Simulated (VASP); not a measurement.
# Ni (Fd-3m) in VASP: single point with BLYP

Aim: the single point of Ni with BLYP.

All numbers are computed with VASP 6.6.1; they aren't measurements. Logs are shortened: lines on timing, memory, paths and dates and some standing lists are left out, and cuts for length are marked.

## (1) The cell of the first run

Symmetry: Fd-3m, No. 227, cubic system. The conventional cell has a = 5.190 Å, b = 5.190 Å, c = 5.190 Å, α = 90.00°, β = 90.00°, γ = 90.00°. Within 3.0 Å of Ni (site symmetry -43m) lie 4 Ni at 2.25 Å.

## (2) Single point, BLYP, collinear spin, ferromagnetic start

INCAR

```
SYSTEM = Ni
PREC = Accurate ; ENCUT = 520
EDIFF = 1E-7 ; ISMEAR = -1
SIGMA = 0.05 ; LREAL = .FALSE.
LASPH = .TRUE. ; NELM = 150
ALGO = Normal ; ISIF = 2
LWAVE = .FALSE. ; LCHARG = .TRUE.
ISPIN = 2 ; MAGMOM = 0.825 0.825
LORBIT = 11 ; LMAXMIX = 4
GGA = B5 ; ALDAX = 1.0
AGGAX = 1.0 ; AGGAC = 1.0
ALDAC = 0.0 ; LELF = .TRUE.
LVHAR = .TRUE. ; NBANDS = 21
```

KPOINTS

```
Automatic mesh
0
G
  17 17 17
  0 0 0
```

POSCAR

```
Ni
1.0
    0.0000000000      2.5948982934      2.5948982934
    2.5948982934      0.0000000000      2.5948982934
    2.5948982934      2.5948982934      0.0000000000
Ni
2
Direct
    0.1250000000      0.1250000000      0.1250000000
    0.8750000000      0.8750000000      0.8750000000
```

Potentials or basis: VASP PAW PBE potentials, release 64 (Ni).

Run with:

```
cat potpaw_PBE.64/Ni/POTCAR > POTCAR
mpirun -np 1 vasp_std > vasp.out
```

OUTCAR:

```text
SYSTEM = Ni
   PREC = Accurate
   ENCUT = 520
   EDIFF = 1E-7
   ISMEAR = -1
   LREAL = .FALSE.
   LASPH = .TRUE.
   NELM = 150
   ISIF = 2
   ISPIN = 2
   LORBIT = 11
   GGA = B5

 ion  position               nearest neighbor table
   1  0.125  0.125  0.125-   2 2.25   2 2.25   2 2.25   2 2.25
   2  0.875  0.875  0.875-   1 2.25   1 2.25   1 2.25   1 2.25

  LATTYP: Found a face centered cubic cell.
 ALAT       =     5.1897965868

  Lattice vectors:

 A1 = (   0.0000000000,   2.5948982934,   2.5948982934)
 A2 = (   2.5948982934,   0.0000000000,   2.5948982934)
 A3 = (   2.5948982934,   2.5948982934,   0.0000000000)

Analysis of symmetry for initial positions (statically):
=====================================================================
 Subroutine PRICEL returns:
 Original cell was already a primitive cell.

 Routine SETGRP: Setting up the symmetry group for a
 face centered cubic supercell.

 Subroutine GETGRP returns: Found 48 space group operations
 (whereof 12 operations were pure point group operations)
 out of a pool of 48 trial point group operations.

The static configuration has the point symmetry D_3d.
 The point group associated with its full space group is O_h .

Analysis of symmetry for dynamics (positions and initial velocities):
=====================================================================
 Subroutine PRICEL returns:
 Original cell was already a primitive cell.

 Routine SETGRP: Setting up the symmetry group for a
 face centered cubic supercell.

 Subroutine GETGRP returns: Found 48 space group operations
 (whereof 12 operations were pure point group operations)
 out of a pool of 48 trial point group operations.

The dynamic configuration has the point symmetry D_3d.
 The point group associated with its full space group is O_h .

Analysis of structural, dynamic, and magnetic symmetry:
=====================================================================
 Subroutine PRICEL returns:
 Original cell was already a primitive cell.

 Routine SETGRP: Setting up the symmetry group for a
 face centered cubic supercell.

 Subroutine GETGRP returns: Found 48 space group operations
 (whereof 12 operations were pure point group operations)
 out of a pool of 48 trial point group operations.

The overall configuration has the point symmetry D_3d.
 The point group associated with its full space group is O_h .

 Subroutine INISYM returns: Found 48 space group operations
 (whereof 12 operations are pure point group operations),
 and found     1 'primitive' translations

----------------------------------------------------------------------------------------

                                     Primitive cell

  volume of cell :      34.9455

  direct lattice vectors                    reciprocal lattice vectors
     0.000000000  2.594898293  2.594898293    -0.192685779  0.192685779  0.192685779
     2.594898293  0.000000000  2.594898293     0.192685779 -0.192685779  0.192685779
     2.594898293  2.594898293  0.000000000     0.192685779  0.192685779 -0.192685779

  length of vectors
     3.669740360  3.669740360  3.669740360     0.333741560  0.333741560  0.333741560

  position of ions in fractional coordinates (direct lattice)
     0.125000000  0.125000000  0.125000000
     0.875000000  0.875000000  0.875000000

  ion indices of the primitive-cell ions
   primitive index   ion index
                 1           1
                 2           2

----------------------------------------------------------------------------------------

 KPOINTS: Automatic mesh

Automatic generation of k-mesh.
 Grid dimensions read from file:
 generate k-points for:   17   17   17

 Generating k-lattice:

  Cartesian coordinates                     Fractional coordinates (reciprocal lattice)
    -0.011334458  0.011334458  0.011334458     0.058823529  0.000000000  0.000000000
     0.011334458 -0.011334458  0.011334458     0.000000000  0.058823529  0.000000000
     0.011334458  0.011334458 -0.011334458     0.000000000  0.000000000  0.058823529

  Length of vectors
     0.019631856  0.019631856  0.019631856

  Shift w.r.t. Gamma in fractional coordinates (k-lattice)
     0.000000000  0.000000000  0.000000000

 Subroutine IBZKPT returns following result:
 ===========================================

 Found    165 irreducible k-points:

 Following reciprocal coordinates:
            Coordinates               Weight
  0.000000  0.000000  0.000000      1.000000
  0.058824  0.000000  0.000000      8.000000
  0.117647  0.000000  0.000000      8.000000
  0.176471  0.000000  0.000000      8.000000
  0.235294  0.000000  0.000000      8.000000
  0.294118  0.000000  0.000000      8.000000
[... 16 lines left out ...]
 -0.176471  0.058824  0.000000     24.000000
 -0.117647  0.058824  0.000000     24.000000
 [... further k-points ...]
   k-points           NKPTS =    165   k-points in BZ     NKDIM =    165   number of bands    NBANDS=     21
   number of dos      NEDOS =    301   number of ions     NIONS =      2
   total plane-waves  NPLWV =  21952
   dimension x,y,z NGX =    28 NGY =   28 NGZ =   28
   dimension x,y,z NGXF=    56 NGYF=   56 NGZF=   56
   ions per type =               2
   NGX,Y,Z   is equivalent  to a cutoff of  12.68, 12.68, 12.68 a.u.
   NGXF,Y,Z  is equivalent  to a cutoff of  25.37, 25.37, 25.37 a.u.
 SYSTEM =  Ni
   PREC   = accura    normal or accurate (medium, high low for compatibility)
   ISTART =      0    job   : 0-new  1-cont  2-samecut
   ICHARG =      2    charge: 1-file 2-atom 10-const
   ISPIN  =      2    spin polarized calculation?
   LNONCOLLINEAR =      F non collinear calculations
   LSORBIT =      F    spin-orbit coupling
   LASPH  =      T    aspherical Exc in radial PAW
   ENCUT  =  520.0 eV  38.22 Ry    6.18 a.u.   6.82  6.82  6.82*2*pi/ulx,y,z
   NELM   =    150;   NELMIN=  2; NELMDL= -5     # of ELM steps
   EDIFF  = 0.1E-06   stopping-criterion for ELM
   LREAL  =      F    real-space projection
   EDIFFG = 0.1E-05   stopping-criterion for IOM
   NSW    =      0    number of steps for IOM
   IBRION =     -1    ionic relax: 0-MD 1-quasi-New 2-CG
   NFREE  =      0    steps in history (QN), initial steepest desc. (CG)
   ISIF   =      2    stress and relaxation
   ISYM   =      2    0-nonsym 1-usesym 2-fastsym
   POTIM  = 0.5000    time-step for ionic-motion
   TEBEG  =    0.0;   TEEND  =   0.0 temperature during run
   PSTRESS=    0.0 pullay stress
   NELECT =      20.0000    total number of electrons
   NUPDOWN=      -1.0000    fix difference up-down
   EMIN   =  10.00;   EMAX   =-10.00  energy-range for DOS
   EFERMI =   0.00;   METHOD = LEGACY
   ISMEAR =    -1;   SIGMA  =   0.05  broadening in eV -4-tet -1-fermi 0-gaus
   EFERMI_NEDOS =   21; number of points for ismear=-14 and -15
   IALGO  =     38    algorithm
   IMIX   =      4    mixing-type and parameters
     AMIX     =   0.40;   BMIX     =  1.00
     AMIX_MAG =   1.60;   BMIX_MAG =  1.00
  volume/ion in A,a.u.               =      17.47       117.91
  Fermi-wavevector in a.u.,A,eV,Ry     =   1.359214  2.568542 25.136254  1.847463
  Thomas-Fermi vector in A             =   2.485981
   LORBIT       =     11    0 simple, 1 ext, 2 COOP (PROOUT), +10 PAW based schemes
   GGA     = B5    functional components
   LHFCALC =     F    Hartree Fock is set to
   AEXX    =    0.0000 exact exchange contribution
   IVDW    =     0    specifies the selected vdW correction
   LEPSILON=     F    determine dielectric tensor
   LRPA    =     F    only Hartree local field effects (RPA)
 spin polarized calculation
  energy-cutoff  :      520.00
  volume of cell :       34.95
 maximum number of plane-waves:       956
   NGX = 13   NGY = 13   NGZ = 13

 number of electron      20.0000023 magnetization       1.5528068

 Free energy of the ion-electron system (eV)
  ---------------------------------------------------
  ext. energy  EPLUGINS =         0.00000000
  ---------------------------------------------------
  free energy    TOTEN  =        -7.51619500 eV

  energy without entropy =       -7.48282410  energy(sigma->0) =       -7.49950955

 E-fermi :   4.6056     XC(G=0):  -9.7944

 val. band max:        4.6048824280   @ k =  -0.4706   0.2941   0.1176
 cond. band min:       4.6060792687   @ k =  -0.2353   0.0588   0.0000
 fundamental gap:      0.0011968407
 Fermi energy:         4.6055531528

 spin component 1

 k-point     1 :       0.0000    0.0000    0.0000
  band No.  band energies     occupation
      1      -1.5848      1.00000
      2       1.6335      1.00000
      3       1.6335      1.00000
      4       1.6532      1.00000
      5       1.6532      1.00000
      6       1.6532      1.00000
[... 13 lines left out ...]
     20      21.4249      0.00000
     21      21.4249      0.00000
[... 529 lines left out ...]
 k-point    24 :      -0.1176    0.0588    0.0000
  band No.  band energies     occupation
      1      -1.2162      1.00000
      2       1.4497      1.00000
      3       1.5533      1.00000
      4       1.6658      1.00000
      5       1.8060      1.00000
      6       1.8907      1.00000
[... 13 lines left out ...]
     20      21.0535      0.00000
     21      21.5619      0.00000

 [... further k-points ...]

 spin component 2

 k-point     1 :       0.0000    0.0000    0.0000
  band No.  band energies     occupation
      1      -1.5589      1.00000
      2       2.3211      1.00000
      3       2.3211      1.00000
      4       2.3850      1.00000
      5       2.3850      1.00000
      6       2.3850      1.00000
[... 13 lines left out ...]
     20      21.4330      0.00000
     21      21.4330      0.00000
[... 529 lines left out ...]
 k-point    24 :      -0.1176    0.0588    0.0000
  band No.  band energies     occupation
      1      -1.1882      1.00000
      2       2.1495      1.00000
      3       2.2576      1.00000
      4       2.4029      1.00000
      5       2.5251      1.00000
      6       2.6137      1.00000
[... 13 lines left out ...]
     20      21.1243      0.00000
     21      21.6112      0.00000

 [... further k-points ...]

------------------------ aborting loop because EDIFF is reached ----------------------------------------

  FORCE on cell =-STRESS in cart. coord.  units (eV):
  Direction    XX          YY          ZZ          XY          YZ          ZX
  --------------------------------------------------------------------------------------
  -------------------------------------------------------------------------------------
  Total        0.0089614      0.0089614      0.0089614     -0.0000000     -0.0000000      0.0000000
  in kB        0.4108603      0.4108603      0.4108603     -0.0000000     -0.0000000      0.0000000
  external PRESSURE =       0.4108603 kB  Pullay stress =       0.0000000 kB

 VOLUME and BASIS-vectors are now :
 -----------------------------------------------------------------------------
  energy-cutoff  :      520.00
  volume of cell :       34.95
      direct lattice vectors                 reciprocal lattice vectors
     0.000000000  2.594898293  2.594898293    -0.192685779  0.192685779  0.192685779
     2.594898293  0.000000000  2.594898293     0.192685779 -0.192685779  0.192685779
     2.594898293  2.594898293  0.000000000     0.192685779  0.192685779 -0.192685779

 POSITION                                       TOTAL-FORCE (eV/Angst)
 -----------------------------------------------------------------------------------
      0.64872      0.64872      0.64872        -0.000000      0.000000     -0.000000
      4.54107      4.54107      4.54107         0.000000     -0.000000      0.000000
 -----------------------------------------------------------------------------------
    total drift:                                0.000000      0.000000     -0.000000

  FREE ENERGIE OF THE ION-ELECTRON SYSTEM (eV)
  ---------------------------------------------------
  free  energy   TOTEN  =        -7.5161950010 eV

  energy  without entropy=       -7.4828240965  energy(sigma->0) =       -7.49950955

 total charge

# of ion       s       p       d       tot
------------------------------------------
    1        0.532   0.309   8.353   9.194
    2        0.532   0.309   8.353   9.194
--------------------------------------------------
tot          1.065   0.618  16.705  18.388

 magnetization (x)

# of ion       s       p       d       tot
------------------------------------------
    1       -0.012  -0.015   0.808   0.781
    2       -0.012  -0.015   0.808   0.781
--------------------------------------------------
tot         -0.025  -0.029   1.616   1.562
```

Run time: 1.8 min. Hardware: 1 thread of Intel Xeon 6975P-C (Granite Rapids), shared host; peak memory 0.28 GiB.

Results:

```yaml
Free_energy: -7.5162 eV
Pressure: 0.0 GPa
Net_moment: 1.55 μB per cell
Site_moments: Ni +0.78 μB
Valence_electrons_inside_the_program's_atomic_spheres: Ni 9.19
```

Caveat: the PAW data sets were made with another functional, which shifts forces and pressure a little.
